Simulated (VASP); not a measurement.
A run of VASP 6.6.1:

Contents of INCAR:

```
PREC = Accurate
ENCUT = 520
EDIFF = 1E-7
ISMEAR = 0
SIGMA = 0.05
LREAL = F
LASPH = T
NELM = 80
ALGO = Normal
ISIF = 2
LWAVE = F
LCHARG = F
GGA = PE
IBRION = 2
NSW = 50
EDIFFG = -0.01
```

KPOINTS

```
regular mesh
0
Gamma
  9 9 4
```

Contents of POSCAR:

```
PtS2
1.0
    3.8270000000      0.0000000000      0.0000000000
   -1.9135000000      3.3142792203      0.0000000000
    0.0000000000      0.0000000000      6.8215000000
Pt S
1 2
Direct
    0.0000000000      0.0000000000      0.0000000000
    0.3333333333      0.6666666667      0.1889525212
    0.6666666667      0.3333333333      0.8110474788
```

Potentials or basis: VASP PAW PBE potentials, release 64 (Pt, S).

Run with:

```bash
$ cat potpaw_PBE.64/Pt/POTCAR potpaw_PBE.64/S/POTCAR > POTCAR
$ mpirun -np 1 vasp_std > vasp.out
```

Hardware: 1 thread of Oxide Virtual Turin-like Processor, with other jobs on the host.

Problem. Estimate the wall time of this run.

Solution. Run time: 2.5 min on 1 thread of Oxide Virtual Turin-like Processor (shared host), peak memory 0.2 GiB. Counts: scf iterations 39, k points 43, ion steps 4.
